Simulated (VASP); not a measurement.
# KCl (Fm-3m) in VASP: settings compared

KCl is run at these levels: HSE06, PBE0; tasks: single point.

All numbers are computed with VASP 6.6.1; they aren't measurements. Logs are shortened: lines on timing, memory, paths and dates and some standing lists are left out, and cuts for length are marked.

### 1 The cell of the first run

Symmetry: Fm-3m, No. 225, cubic system. Conventional cell: a = 6.290 Å, b = 6.290 Å, c = 6.290 Å, α = 90.00°, β = 90.00°, γ = 90.00°. K (site symmetry m-3m) has 6 Cl at 3.14 Å within 4.1 Å. Within 4.1 Å of Cl (site symmetry m-3m) lie 6 K at 3.14 Å.

### 2 Single point, HSE06

Contents of POSCAR:

```
KCl
1.0
    0.0000000000      3.1448483113      3.1448483113
    3.1448483113      0.0000000000      3.1448483113
    3.1448483113      3.1448483113      0.0000000000
K Cl
1 1
Direct
    0.0000000000      0.0000000000      0.0000000000
    0.5000000000      0.5000000000      0.5000000000
```

Contents of INCAR.step1:

```
SYSTEM = KCl
PREC = Accurate
ENCUT = 520
EDIFF = 1E-5
ISMEAR = 0
SIGMA = 0.01
LREAL = .False.
LASPH = .True.
NELM = 100
ALGO = Normal
ISIF = 2
LWAVE = .True.
NBANDS = 15
GGA = PE
```

Contents of INCAR.step2:

```
SYSTEM = KCl
PREC = Accurate
ENCUT = 520
EDIFF = 1E-6
ISMEAR = 0
SIGMA = 0.01
LREAL = .False.
LASPH = .True.
NELM = 100
ALGO = Normal
ISIF = 2
LWAVE = .False.
LCHARG = .True.
GGA = PE
LHFCALC = .True.
HFSCREEN = 0.2079
PRECFOCK = Normal
LELF = .True.
LVHAR = .True.
NBANDS = 15
ISTART = 1
```

Contents of KPOINTS:

```
regular mesh
0
Gamma
  4 4 4
  0 0 0
```

Potentials or basis: VASP PAW PBE potentials, release 64 (K_sv, Cl).

Launch:

```sh
$ cat potpaw_PBE.64/K_sv/POTCAR potpaw_PBE.64/Cl/POTCAR > POTCAR
$ cp INCAR.step1 INCAR
$ mpirun -np 1 vasp_std > vasp.out
$ cp INCAR.step2 INCAR
$ mpirun -np 1 vasp_std > vasp.out
```

OUTCAR:

```text
SYSTEM = KCl
   PREC = Accurate
   ENCUT = 520
   EDIFF = 1E-6
   ISMEAR = 0
   LREAL = .False.
   LASPH = .True.
   NELM = 100
   ISIF = 2
   GGA = PE
   LHFCALC = .True.
   HFSCREEN = 0.2079
   PRECFOCK = Normal
   ISTART = 1

 ion  position               nearest neighbor table
   1  0.000  0.000  0.000-   2 3.14   2 3.14   2 3.14   2 3.14   2 3.14   2 3.14
   2  0.500  0.500  0.500-   1 3.14   1 3.14   1 3.14   1 3.14   1 3.14   1 3.14

  LATTYP: Found a face centered cubic cell.
 ALAT       =     6.2896966226

  Lattice vectors:

 A1 = (   0.0000000000,   3.1448483113,   3.1448483113)
 A2 = (   3.1448483113,   0.0000000000,   3.1448483113)
 A3 = (   3.1448483113,   3.1448483113,   0.0000000000)

Analysis of symmetry for initial positions (statically):
=====================================================================
 Subroutine PRICEL returns:
 Original cell was already a primitive cell.

 Routine SETGRP: Setting up the symmetry group for a
 face centered cubic supercell.

 Subroutine GETGRP returns: Found 48 space group operations
 (whereof 48 operations were pure point group operations)
 out of a pool of 48 trial point group operations.

The static configuration has the point symmetry O_h .

Analysis of symmetry for dynamics (positions and initial velocities):
=====================================================================
 Subroutine PRICEL returns:
 Original cell was already a primitive cell.

 Routine SETGRP: Setting up the symmetry group for a
 face centered cubic supercell.

 Subroutine GETGRP returns: Found 48 space group operations
 (whereof 48 operations were pure point group operations)
 out of a pool of 48 trial point group operations.

The dynamic configuration has the point symmetry O_h .

 Subroutine INISYM returns: Found 48 space group operations
 (whereof 48 operations are pure point group operations),
 and found     1 'primitive' translations

----------------------------------------------------------------------------------------

                                     Primitive cell

  volume of cell :      62.2055

  direct lattice vectors                    reciprocal lattice vectors
     0.000000000  3.144848311  3.144848311    -0.158990180  0.158990180  0.158990180
     3.144848311  0.000000000  3.144848311     0.158990180 -0.158990180  0.158990180
     3.144848311  3.144848311  0.000000000     0.158990180  0.158990180 -0.158990180

  length of vectors
     4.447487133  4.447487133  4.447487133     0.275379070  0.275379070  0.275379070

[... 84 lines left out ...]
  volume/ion in A,a.u.               =      31.10       209.89
  Fermi-wavevector in a.u.,A,eV,Ry     =   1.041130  1.967451 14.748069  1.083952
  Thomas-Fermi vector in A             =   2.175737
   LORBIT       =      0    0 simple, 1 ext, 2 COOP (PROOUT), +10 PAW based schemes
   GGA     = PE    functional components
   LHFCALC =     T    Hartree Fock is set to
   PRECFOCK=normal    Normal, Fast or Accurate (Low or Medium for compatibility)
   ENCUT4O =  -1.0   cutoff for four orbital integrals eV
   NKREDX  =     1    reduce k-point grid by
   NKREDY  =     1    reduce k-point grid by
   NKREDZ  =     1    reduce k-point grid by
   AEXX    =    0.2500 exact exchange contribution
   HFSCREEN=    0.2079 screening length (either q_TF or 0.3 A-1)
   HFSCREENC=   0.2079 screening length for correlation (either q_TF or 0.3 A-1)
   ENCUTFOCK=  -1.0 apply spherical cutoff to Coloumb kernel
   IVDW    =     0    specifies the selected vdW correction
   LEPSILON=     F    determine dielectric tensor
   LRPA    =     F    only Hartree local field effects (RPA)
 non-spin polarized calculation
 Gauss-broadening in eV      SIGMA  =   0.01
  energy-cutoff  :      520.00
  volume of cell :       62.21
 maximum number of plane-waves:      1700
 NGX is ok and might be reduce to    36
  NGX = 28; NGY = 28; NGZ = 28

 number of electron      16.0000001 magnetization

 Free energy of the ion-electron system (eV)
  ---------------------------------------------------
  ext. energy  EPLUGINS =         0.00000000
  ---------------------------------------------------
  free energy    TOTEN  =        -7.86502570 eV

  energy without entropy =       -7.86502570  energy(sigma->0) =       -7.86502570

 E-fermi :  -2.7767     XC(G=0):  -6.3141

 val. band max:       -2.8250434372   @ k =   0.0000   0.0000   0.0000
 cond. band min:       3.6765923628   @ k =   0.0000   0.0000   0.0000
 fundamental gap:      6.5016358000
 Fermi energy:        -2.7766967318

 k-point     1 :       0.0000    0.0000    0.0000
  band No.  band energies     occupation
      1     -32.0823      2.00000
      2     -16.0899      2.00000
      3     -14.1908      2.00000
      4     -14.1908      2.00000
      5     -14.1908      2.00000
      6      -2.8250      2.00000
      7      -2.8250      2.00000
      8      -2.8250      2.00000
      9       3.6766      0.00000
     10       7.0908      0.00000
     11       7.0908      0.00000
     12       7.0908      0.00000
     13       8.0991      0.00000
     14       8.0991      0.00000
[... 113 lines left out ...]
      2     -16.0640      2.00000
      3     -14.2930      2.00000
      4     -14.2930      2.00000
      5     -14.1079      2.00000
      6      -3.3343      2.00000
      7      -3.3269      2.00000
      8      -3.3269      2.00000
      9       6.6389      0.00000
     10       6.6389      0.00000
     11       8.1666      0.00000
     12       8.7515      0.00000
     13      10.8472      0.00000
     14      10.8505      0.00000
     15      10.8806      0.00000

------------------------ aborting loop because EDIFF is reached ----------------------------------------

  FORCE on cell =-STRESS in cart. coord.  units (eV):
  Direction    XX          YY          ZZ          XY          YZ          ZX
  --------------------------------------------------------------------------------------
  -------------------------------------------------------------------------------------
  Total        0.2001298      0.2001298      0.2001298      0.0000000      0.0000000      0.0000000
  in kB        5.1545807      5.1545807      5.1545807      0.0000000      0.0000000      0.0000000
  external PRESSURE =       5.1545807 kB  Pullay stress =       0.0000000 kB

 VOLUME and BASIS-vectors are now :
 -----------------------------------------------------------------------------
  energy-cutoff  :      520.00
  volume of cell :       62.21
      direct lattice vectors                 reciprocal lattice vectors
     0.000000000  3.144848311  3.144848311    -0.158990180  0.158990180  0.158990180
     3.144848311  0.000000000  3.144848311     0.158990180 -0.158990180  0.158990180
     3.144848311  3.144848311  0.000000000     0.158990180  0.158990180 -0.158990180

 POSITION                                       TOTAL-FORCE (eV/Angst)
 -----------------------------------------------------------------------------------
      0.00000      0.00000      0.00000        -0.000000      0.000000     -0.000000
      3.14485      3.14485      3.14485         0.000000     -0.000000      0.000000
 -----------------------------------------------------------------------------------
    total drift:                               -0.000000     -0.000000     -0.000000

  FREE ENERGIE OF THE ION-ELECTRON SYSTEM (eV)
  ---------------------------------------------------
  free  energy   TOTEN  =        -7.8650257002 eV

  energy  without entropy=       -7.8650257002  energy(sigma->0) =       -7.86502570
```

OUTCAR.step1:

```text
SYSTEM = KCl
   PREC = Accurate
   ENCUT = 520
   EDIFF = 1E-5
   ISMEAR = 0
   LREAL = .False.
   LASPH = .True.
[... 347 lines left out ...]
      0.00000      0.00000      0.00000        -0.000000     -0.000000     -0.000000
      3.14485      3.14485      3.14485         0.000000      0.000000      0.000000
 -----------------------------------------------------------------------------------
    total drift:                                0.000000      0.000000      0.000000

  FREE ENERGIE OF THE ION-ELECTRON SYSTEM (eV)
  ---------------------------------------------------
  free  energy   TOTEN  =        -6.8032024032 eV

  energy  without entropy=       -6.8032024032  energy(sigma->0) =       -6.80320240
```

OSZICAR.step1:

```text
N       E                     dE             d eps       ncg     rms          rms(c)
DAV:   1     0.994237286704E+02    0.99424E+02   -0.70663E+03   240   0.955E+02
DAV:   2    -0.750489591759E+00   -0.10017E+03   -0.92662E+02   311   0.233E+02
DAV:   3    -0.686898890171E+01   -0.61185E+01   -0.60838E+01   338   0.511E+01
DAV:   4    -0.709248462717E+01   -0.22350E+00   -0.22344E+00   389   0.863E+00
DAV:   5    -0.709425328609E+01   -0.17687E-02   -0.17686E-02   331   0.860E-01    0.334E+00
DAV:   6    -0.680402639564E+01    0.29023E+00   -0.42237E-01   296   0.327E+00    0.272E+00
DAV:   7    -0.678974203732E+01    0.14284E-01   -0.11443E-01   317   0.185E+00    0.158E+00
DAV:   8    -0.680201261277E+01   -0.12271E-01   -0.16891E-02   301   0.964E-01    0.204E-01
DAV:   9    -0.680253807010E+01   -0.52546E-03   -0.90065E-04   317   0.183E-01    0.104E-01
DAV:  10    -0.680319941851E+01   -0.66135E-03   -0.72738E-04   254   0.165E-01    0.252E-02
DAV:  11    -0.680320240320E+01   -0.29847E-05   -0.22205E-05   325   0.287E-02
   1 F= -.68032024E+01 E0= -.68032024E+01  d E =-.156389E-84
```

Wall time 13 min (1 thread of AMD EPYC 7R13, shared host); peak memory 0.28 GiB.

What came out:

| Property | Result |
| --- | --- |
| Free energy | -7.8650 eV |
| Pressure | 0.5 GPa |
| Band gap on the k mesh | 6.50 eV |

Levels at points of the mesh, in eV from the valence-band top:
```tsv
k point	band 4	band 5	band 6	band 7	band 8	band 9	band 10	band 11	band 12	band 13
(0.00, 0.00, 0.00)	-11.37	-11.37	0.00	0.00	0.00	6.50	9.92	9.92	9.92	10.92
(0.50, 0.00, 0.00)	-11.37	-11.14	-1.10	-0.34	-0.34	8.90	10.11	12.32	12.32	12.90
(0.50, 0.50, 0.00)	-11.42	-11.42	-0.70	-0.24	-0.24	7.89	9.83	11.50	12.03	12.43
```

Caveat: the k points lie up to 0.43 Å⁻¹ apart; the PAW data sets were made with another functional, which shifts forces and pressure a little.

### 3 Single point, PBE0

POSCAR is that of step 2.

Contents of INCAR.step1:

```
  PREC = Accurate
  ENCUT = 520
  EDIFF = 1E-5
  ISMEAR = 0
  SIGMA = 0.01
  LREAL = F
  LASPH = T
  NELM = 100
  ALGO = Normal
  ISIF = 2
  LWAVE = T
  LCHARG = F
  NBANDS = 15
  GGA = PE
```

Contents of INCAR.step2:

```
  PREC = Accurate
  ENCUT = 520
  EDIFF = 1E-7
  ISMEAR = 0
  SIGMA = 0.01
  LREAL = F
  LASPH = T
  NELM = 100
  ALGO = Normal
  ISIF = 2
  LWAVE = F
  LCHARG = F
  GGA = PE
  LHFCALC = T
  AEXX = 0.25
  PRECFOCK = Normal
  NBANDS = 15
  ISTART = 1
```

Contents of KPOINTS:

```
Automatic mesh
0
Gamma
  4 4 4
```

Potentials or basis: VASP PAW PBE potentials, release 64 (K_sv, Cl).

Launch:

```sh
$ cat potpaw_PBE.64/K_sv/POTCAR potpaw_PBE.64/Cl/POTCAR > POTCAR
$ cp INCAR.step1 INCAR
$ mpirun -np 1 vasp_std > vasp.out
$ cp INCAR.step2 INCAR
$ mpirun -np 1 vasp_std > vasp.out
```

OUTCAR:

```text
PREC = Accurate
   ENCUT = 520
   EDIFF = 1E-7
   ISMEAR = 0
   LREAL = F
   LASPH = T
   NELM = 100
   ISIF = 2
   GGA = PE
   LHFCALC = T
   AEXX = 0.25
   PRECFOCK = Normal
   ISTART = 1

 ion  position               nearest neighbor table
   1  0.000  0.000  0.000-   2 3.14   2 3.14   2 3.14   2 3.14   2 3.14   2 3.14
   2  0.500  0.500  0.500-   1 3.14   1 3.14   1 3.14   1 3.14   1 3.14   1 3.14

  LATTYP: Found a face centered cubic cell.
 ALAT       =     6.2896966226

  Lattice vectors:

 A1 = (   0.0000000000,   3.1448483113,   3.1448483113)
 A2 = (   3.1448483113,   0.0000000000,   3.1448483113)
 A3 = (   3.1448483113,   3.1448483113,   0.0000000000)

Analysis of symmetry for initial positions (statically):
=====================================================================
 Subroutine PRICEL returns:
 Original cell was already a primitive cell.

 Routine SETGRP: Setting up the symmetry group for a
 face centered cubic supercell.

 Subroutine GETGRP returns: Found 48 space group operations
 (whereof 48 operations were pure point group operations)
 out of a pool of 48 trial point group operations.

The static configuration has the point symmetry O_h .

Analysis of symmetry for dynamics (positions and initial velocities):
=====================================================================
 Subroutine PRICEL returns:
 Original cell was already a primitive cell.

 Routine SETGRP: Setting up the symmetry group for a
 face centered cubic supercell.

 Subroutine GETGRP returns: Found 48 space group operations
 (whereof 48 operations were pure point group operations)
 out of a pool of 48 trial point group operations.

The dynamic configuration has the point symmetry O_h .

 Subroutine INISYM returns: Found 48 space group operations
 (whereof 48 operations are pure point group operations),
 and found     1 'primitive' translations

[... 114 lines left out ...]
   LEPSILON=     F    determine dielectric tensor
   LRPA    =     F    only Hartree local field effects (RPA)
 non-spin polarized calculation
 Gauss-broadening in eV      SIGMA  =   0.01
  energy-cutoff  :      520.00
  volume of cell :       62.21
 maximum number of plane-waves:      1700
 NGX is ok and might be reduce to    36
  NGX = 28; NGY = 28; NGZ = 28

 number of electron      16.0000001 magnetization

 Free energy of the ion-electron system (eV)
  ---------------------------------------------------
  ext. energy  EPLUGINS =         0.00000000
  ---------------------------------------------------
  free energy    TOTEN  =        -8.39199447 eV

  energy without entropy =       -8.39199447  energy(sigma->0) =       -8.39199447

 E-fermi :  -3.1716     XC(G=0):  -5.9323

 val. band max:       -3.2313793859   @ k =   0.0000   0.0000   0.0000
 cond. band min:       4.0244037343   @ k =   0.0000   0.0000   0.0000
 fundamental gap:      7.2557831202
 Fermi energy:        -3.1716238391

 k-point     1 :       0.0000    0.0000    0.0000
  band No.  band energies     occupation
      1     -32.5126      2.00000
      2     -16.5222      2.00000
      3     -14.6105      2.00000
      4     -14.6105      2.00000
      5     -14.6105      2.00000
      6      -3.2314      2.00000
      7      -3.2314      2.00000
      8      -3.2314      2.00000
      9       4.0244      0.00000
     10       7.4693      0.00000
     11       7.4693      0.00000
     12       7.4693      0.00000
     13       8.4804      0.00000
     14       8.4804      0.00000
[... 113 lines left out ...]
      2     -16.4957      2.00000
      3     -14.7141      2.00000
      4     -14.7141      2.00000
      5     -14.5280      2.00000
      6      -3.7488      2.00000
      7      -3.7425      2.00000
      8      -3.7425      2.00000
      9       7.0051      0.00000
     10       7.0051      0.00000
     11       8.5426      0.00000
     12       9.1317      0.00000
     13      11.2417      0.00000
     14      11.2492      0.00000
     15      11.2643      0.00000

------------------------ aborting loop because EDIFF is reached ----------------------------------------

  FORCE on cell =-STRESS in cart. coord.  units (eV):
  Direction    XX          YY          ZZ          XY          YZ          ZX
  --------------------------------------------------------------------------------------
  -------------------------------------------------------------------------------------
  Total        0.1715099      0.1715099      0.1715099      0.0000000      0.0000000      0.0000000
  in kB        4.4174390      4.4174390      4.4174390      0.0000000      0.0000000      0.0000000
  external PRESSURE =       4.4174390 kB  Pullay stress =       0.0000000 kB

 VOLUME and BASIS-vectors are now :
 -----------------------------------------------------------------------------
  energy-cutoff  :      520.00
  volume of cell :       62.21
      direct lattice vectors                 reciprocal lattice vectors
     0.000000000  3.144848311  3.144848311    -0.158990180  0.158990180  0.158990180
     3.144848311  0.000000000  3.144848311     0.158990180 -0.158990180  0.158990180
     3.144848311  3.144848311  0.000000000     0.158990180  0.158990180 -0.158990180

 POSITION                                       TOTAL-FORCE (eV/Angst)
 -----------------------------------------------------------------------------------
      0.00000      0.00000      0.00000        -0.000000     -0.000000     -0.000000
      3.14485      3.14485      3.14485         0.000000      0.000000      0.000000
 -----------------------------------------------------------------------------------
    total drift:                                0.000000     -0.000000     -0.000000

  FREE ENERGIE OF THE ION-ELECTRON SYSTEM (eV)
  ---------------------------------------------------
  free  energy   TOTEN  =        -8.3919944740 eV

  energy  without entropy=       -8.3919944740  energy(sigma->0) =       -8.39199447
```

OUTCAR.step1:

```text
PREC = Accurate
   ENCUT = 520
   EDIFF = 1E-5
   ISMEAR = 0
   LREAL = F
   LASPH = T
[... 346 lines left out ...]
 -----------------------------------------------------------------------------------
      0.00000      0.00000      0.00000        -0.000000     -0.000000     -0.000000
      3.14485      3.14485      3.14485         0.000000      0.000000      0.000000
 -----------------------------------------------------------------------------------
    total drift:                                0.000000      0.000000      0.000000

  FREE ENERGIE OF THE ION-ELECTRON SYSTEM (eV)
  ---------------------------------------------------
  free  energy   TOTEN  =        -6.8032024032 eV

  energy  without entropy=       -6.8032024032  energy(sigma->0) =       -6.80320240
```

Run time: 18 min. Hardware: 1 thread of AMD EPYC 7R13, shared host; peak memory 0.19 GiB.

Results:

| Property | Result |
| --- | --- |
| Free energy | -8.3920 eV |
| Pressure | 0.4 GPa |
| Band gap on the k mesh | 7.26 eV |

Caveat: the k points lie up to 0.43 Å⁻¹ apart; the PAW data sets were made with another functional, which shifts forces and pressure a little.
